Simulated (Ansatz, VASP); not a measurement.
# One calculation of Ga3Se, two programs

POSCAR

```
Ga3Se
1.0
    4.5193981489      0.0000000000      0.0000000000
    0.0000000000      4.5193981489      0.0000000000
    0.0000000000      0.0000000000      4.5193981489
Se Ga
1 3
Direct
    0.0000000000      0.0000000000      0.0000000000
    0.5000000000      0.5000000000      0.0000000000
    0.5000000000      0.0000000000      0.5000000000
    0.0000000000      0.5000000000      0.5000000000
```

Contents of INCAR.step1:

```
  PREC = Accurate
  ENCUT = 520
  ISMEAR = -1
  SIGMA = 0.05
  LREAL = False
  LASPH = True
  NELM = 60
  NBANDS = 30
  GGA = PE
  ALGO = Normal
  EDIFF = 1E-4
  LWAVE = True
  LCHARG = False
```

The input INCAR.step2:

```
  PREC = Accurate
  ENCUT = 520
  EDIFF = 1E-6
  ISMEAR = -1
  SIGMA = 0.05
  LREAL = False
  LASPH = True
  NELM = 60
  ALGO = Normal
  ISIF = 2
  LWAVE = False
  LCHARG = True
  METAGGA = R2SCAN
  LMIXTAU = True
  LELF = True
  LVHAR = True
  NBANDS = 30
  ISTART = 1
```

Contents of KPOINTS:

```
regular mesh
0
Gamma
  6 6 6
```

input.yaml

```yaml
crystal:
  lattice:
    - [4.5193981489, 0.0, 0.0]
    - [0.0, 4.5193981489, 0.0]
    - [0.0, 0.0, 4.5193981489]
  atoms:
    - { symbol: Se, position: [0.0, 0.0, 0.0] }
    - { symbol: Ga, position: [0.5, 0.5, 0.0] }
    - { symbol: Ga, position: [0.5, 0.0, 0.5] }
    - { symbol: Ga, position: [0.0, 0.5, 0.5] }
hamiltonian:
  xc: r2scan
  pseudopotentials: { kind: paw }
kpoints:
  mp_grid: { grid: [6, 6, 6] }
scf:
  occupations: { method: fermi_dirac, width: 0.05 }
output:
  forces: true
  stress: true
  eigenvalues: true
```

Alike in both runs: task single point; functional r2SCAN; k mesh 6 × 6 × 6; occupations fermi-dirac, width 0.05 eV; no spin polarisation.

|  | VASP | Ansatz |
| --- | --- | --- |
| version | VASP 6.6.1 | Ansatz 0.2.0 |
| potentials or method | VASP PAW PBE potentials, release 64 (Se, Ga_d) | Ansatz PAW |
| plane-wave cutoff (eV) | 520 | 500 |
| valence electrons in the cell | 45 | 55 |

Ansatz gave:

* gap on the k mesh at the Fermi level (eV): none
* pressure (GPa): -3.4

Estimate VASP's values.

gap on the k mesh at the Fermi level (eV): none; pressure (GPa): -3.3.

VASP's potentials were made for PBE, not for r2SCAN. A gap of «none» marks a metal or a gap that the smearing closes. With one functional, cell and mesh, what is left measures potentials, basis and numerics. VASP's potentials hold 45 valence electrons a cell and Ansatz's 55, so a difference there can come from the potentials and not from the codes.
